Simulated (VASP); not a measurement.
A run of VASP 6.6.1:

The input POSCAR:

```
Ta
1.0
    0.0000000000      2.1030050449      2.1030050449
    2.1030050449      0.0000000000      2.1030050449
    2.1030050449      2.1030050449      0.0000000000
Ta
1
Direct
    0.0000000000      0.0000000000      0.0000000000
```

The input INCAR.step1:

```
ALGO = Normal ; EDIFF = 1E-5
ENCUT = 550 ; GGA = PE
GGA_COMPAT = F ; ISMEAR = -1
LASPH = T ; LCHARG = F
LREAL = F ; LWAVE = T
NBANDS = 12 ; NELM = 120
PREC = Accurate ; SIGMA = 0.1
```

The input INCAR.step2:

```
ALGO = Normal ; EDIFF = 1E-6
ENCUT = 550 ; GGA_COMPAT = F
ISIF = 2 ; ISMEAR = -1
ISTART = 1 ; LASPH = T
LCHARG = F ; LMIXTAU = T
LREAL = F ; LWAVE = F
METAGGA = R2SCAN ; NBANDS = 12
NELM = 120 ; PREC = Accurate
SIGMA = 0.1
```

Contents of KPOINTS:

```
k-points
0
Gamma
  9 9 9
```

Potentials or basis: VASP PAW PBE potentials, release 64 (Ta_pv).

Run with:

```console
$ cat potpaw_PBE.64/Ta_pv/POTCAR > POTCAR
$ cp INCAR.step1 INCAR
$ mpirun -np 1 vasp_std > vasp.out
$ cp INCAR.step2 INCAR
$ mpirun -np 1 vasp_std > vasp.out
```

Hardware: 1 thread of Intel(R) Xeon(R) Platinum 8488C (Sapphire Rapids), on a shared host.

Problem. How long does it take, and how much memory?

Solution. Wall time 17 s on 1 thread of Intel(R) Xeon(R) Platinum 8488C (Sapphire Rapids), with other jobs on the host, peak memory 0.15 GiB. Counts: k points 35.
